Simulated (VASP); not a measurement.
Set up this calculation in VASP 6.6.1, as the native input.

```yaml
Task: single point
Functional: LDA
Potentials_or_basis: VASP PAW LDA potentials, release 64 (W_sv, S)
Cutoff: 500 eV
k_mesh: 12 × 12 × 2
Occupations: gaussian, width 0.02 eV
Spin: no spin polarisation
Dipole_correction: no
Further_INCAR_settings: ALGO = Normal; EDIFF = 1e-06; NBANDS = 35
```

The structure of WS2 lies in POSCAR:

```
WS2
1.0
    3.1267849885      0.0000000028      0.0000000000
   -1.5633924967      2.7078752308      0.0000000000
    0.0000000000      0.0000000000     12.1627005541
W S
2 4
Direct
    0.3333333333      0.6666666667      0.2500000000
    0.6666666667      0.3333333333      0.7500000000
    0.3333333333      0.6666666667      0.6215753880
    0.6666666667      0.3333333333      0.1215753880
    0.3333333333      0.6666666667      0.8784246120
    0.6666666667      0.3333333333      0.3784246120
```

The input as run:

INCAR

```
SYSTEM = WS2
PREC = Accurate
ENCUT = 500
EDIFF = 1E-6
ISMEAR = 0
SIGMA = 0.02
LREAL = .False.
LASPH = .True.
NELM = 120
ALGO = Normal
ISIF = 2
LWAVE = .False.
LCHARG = .False.
GGA = CA
NBANDS = 35
GGA_COMPAT = .False.
```

KPOINTS

```
Automatic mesh
0
Gamma
  12 12 2
  0 0 0
```

Potentials or basis: VASP PAW LDA potentials, release 64 (W_sv, S).

Run with:

```sh
$ cat potpaw_LDA.64/W_sv/POTCAR potpaw_LDA.64/S/POTCAR > POTCAR
$ mpirun -np 1 vasp_std > vasp.out
```

Results of the run:

- Pressure: 0.4 GPa
- Largest force: 0.049 eV/Å
- Band gap on the k mesh: 0.85 eV, indirect (least direct gap 1.89 eV)

Caveat: spin-orbit coupling is left out, which moves the levels of the heavy elements.

Run time: 42 s on 1 thread of Intel(R) Xeon(R) 6975P-C (Granite Rapids), with other jobs on the host, peak memory 0.24 GiB.
